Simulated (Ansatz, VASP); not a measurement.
## Nb2SiO2 in VASP and in Ansatz

```
Nb Si O
1.0
    -1.72111    1.72111    5.40052
     1.72111   -1.72111    5.40052
     1.72111    1.72111   -5.40052
Nb Si O
2 1 2
Direct
  0.36652 0.36652 0.00000
  0.63348 0.63348 0.00000
  0.00000 0.00000 0.00000
  0.75000 0.25000 0.50000
  0.25000 0.75000 0.50000
```

Change from the starting cell: species swapped into the TmSi2Pd2 type (I4/mmm, No. 139).

Alike in both runs: functional PBE; k mesh 4 × 4 × 4; occupations gaussian, width 0.15 eV; no spin polarisation.

Ansatz relaxed the structure, and its values are those at the end. VASP's run is a single point on that final structure, the one shown.

```csv
,VASP,Ansatz
version,VASP 6.6.1,Ansatz 0.2.0
potentials or method,"VASP PAW PBE potentials, release 64 (Nb_sv, Si, O), cutoff 600 eV","scalar-relativistic, plane waves, PAW"
valence electrons in the cell,42,42
```

|  | VASP | Ansatz | Ansatz less VASP |
| --- | --- | --- | --- |
| gap on the k mesh at the Fermi level (eV) | none | none | - |
| pressure (GPa) | -0.3 | 0.0 | +0.36 |
| rms of the force components (eV/Å) | 0.001 | 0.004 | +0.0031 |

A gap of «none» marks a metal or a gap that the smearing closes. With one functional, cell and mesh, what is left measures potentials, basis and numerics.

The k mesh is coarse, so the values compare programs but aren't converged.
